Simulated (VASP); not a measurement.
Ta2N: single point with PBEsol

Crystal: Ta2N.

```
CELL_PARAMETERS angstrom
3.12963 0.00000 0.00000
-1.56481 2.71033 0.00000
0.00000 0.00000 4.48037
ATOMIC_POSITIONS crystal
Ta 0.66667 0.33333 0.74637
Ta 0.33333 0.66667 0.25363
N 0.00000 0.00000 0.00000
```

```
Program                : VASP 6.6.1
Task                   : single point
Functional             : PBEsol
Potentials or basis    : VASP PAW PBE potentials, release 64 (Ta_sv_GW, N)
Cutoff                 : 700 eV
k mesh                 : 18 × 18 × 10
Occupations            : gaussian, width 0.15 eV
Spin                   : no spin polarisation
Dipole correction      : no
Further INCAR settings : ALGO = Normal; EDIFF = 1e-06; NBANDS = 22
```

The pressure is 14.4 GPa and the largest force is 0.400 eV/Å. The band gap on the k mesh is zero (an odd number of electrons rules out a gap without spin polarisation).

Forces on the atoms (eV/Å):
```
Ta   0.000  0.000  0.400
Ta   0.000  0.000 -0.400
N    0.000  0.000  0.000
```

Stress tensor (GPa, compression positive):
```
 6.15  0.00  0.00
 0.00  6.15  0.00
 0.00  0.00 30.94
```

Levels at points of the mesh, in eV from the Fermi level:
| k point | band 12 | band 13 | band 14 | band 15 | band 16 | band 17 | band 18 | band 19 |
| --- | --- | --- | --- | --- | --- | --- | --- | --- |
| (0.00, 0.00, 0.00) | -6.68 | -4.57 | -0.26 | -0.26 | -0.15 | -0.15 | 0.23 | 0.43 |
| (0.50, 0.00, 0.00) | -6.31 | -4.82 | -2.77 | -1.34 | 1.42 | 3.05 | 3.94 | 4.20 |
| (0.00, 0.00, 0.50) | -6.95 | -2.25 | -2.06 | -1.60 | -1.60 | 2.15 | 2.39 | 2.78 |
| (0.50, 0.00, 0.50) | -6.43 | -3.10 | -2.13 | -2.02 | 0.33 | 0.58 | 2.93 | 3.28 |

Wall time 4.1 min on 1 thread of Intel(R) Xeon(R) Platinum 8559C (Emerald Rapids) (shared host), peak memory 0.51 GiB.

Caveat: the stress differs along the axes, from 6 to 31 GPa; the PAW data sets were made with another functional, which shifts forces and pressure a little; spin-orbit coupling is left out, which moves the levels of the heavy elements.
